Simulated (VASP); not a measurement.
Ni2H:

```xyz
3
Lattice="2.6430 0.0000 0.0000 -1.3215 2.2889 0.0000 0.0000 0.0000 4.3080" Properties=species:S:1:pos:R:3 pbc="T T T"
Ni    0.0000    1.5259    1.1244
Ni    1.3215    0.7630    3.4292
H     0.0000    0.0000    0.1206
```

Base run:

* Program: VASP 6.6.1
* Functional: PBEsol
* Potentials or basis: VASP PAW PBE potentials, release 64 (Ni, H)
* Cutoff: 520 eV
* k mesh: 12 × 12 × 6
* Occupations: fermi-dirac, width 0.05 eV
* Spin: collinear spin, ferromagnetic start
* Starting moments: [0.2, 0.2, 0.0] μB

Its results: pressure -16.8 GPa; site moments Ni +0.26; H -0.00 μB; largest force 1.063 eV/Å.

**Question.** The run is repeated on the same cell with these changes: moments at the start from [0.2, 0.2, 0.0] to [0.75, 0.75, 0.0]; fixed moment from none to 1.5 μB. What comes out?

**Answer.** Pressure -14.2 GPa; site moments Ni +0.74; H +0.01 μB; largest force 1.116 eV/Å.

Caveats: the cell stands under tension; the PAW data sets were made with another functional, which shifts forces and pressure a little; the total moment is fixed, so each spin has its own Fermi level and the state may be an excited one (at least some runs).
